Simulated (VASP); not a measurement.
As:

```
CELL_PARAMETERS angstrom
2.90863 0.00000 0.00000
-1.45431 2.51895 0.00000
0.00000 0.00000 2.70543
ATOMIC_POSITIONS crystal
As 0.00000 0.00000 0.00000
```

| Property | Result |
| --- | --- |
| Program | VASP 6.6.1 |
| Task | relaxation of cell and atoms |
| Functional | PBE |
| Potentials or basis | VASP PAW PBE potentials, release 64 (As) |
| Cutoff | 600 eV |
| k mesh | 24 × 24 × 20 |
| Occupations | gaussian, width 0.1 eV |
| Spin | no spin polarisation |

At the start: pressure 1.1 GPa; volume 19.82 Å³/atom.

**Question.** How do energy, volume and symmetry change on relaxing?

**Answer.** Over 5 steps the energy falls by 2.9 meV/atom and the volume is 20.10 Å³/atom (+1.4 %); space group P6/mmm (No. 191, to 0.05 Å).

Step by step:
| step | energy change (eV) | largest force (eV/Å) | pressure (GPa) | volume (Å³) |
| --- | --- | --- | --- | --- |
| 1 | 0.0000 | 0.0000 | 1.11 | 19.82 |
| 2 | -0.0027 | 0.0000 | -0.42 | 20.22 |
| 3 | -0.0029 | 0.0000 | -0.11 | 20.13 |
| 4 | -0.0029 | 0.0000 | -0.14 | 20.14 |
| 5 | -0.0029 | 0.0000 | 0.02 | 20.10 |

Final structure:
```
CELL_PARAMETERS angstrom
2.90636 0.00000 0.00000
-1.45318 2.51698 0.00000
0.00000 0.00000 2.74737
ATOMIC_POSITIONS crystal
As 0.00000 0.00000 0.00000
```
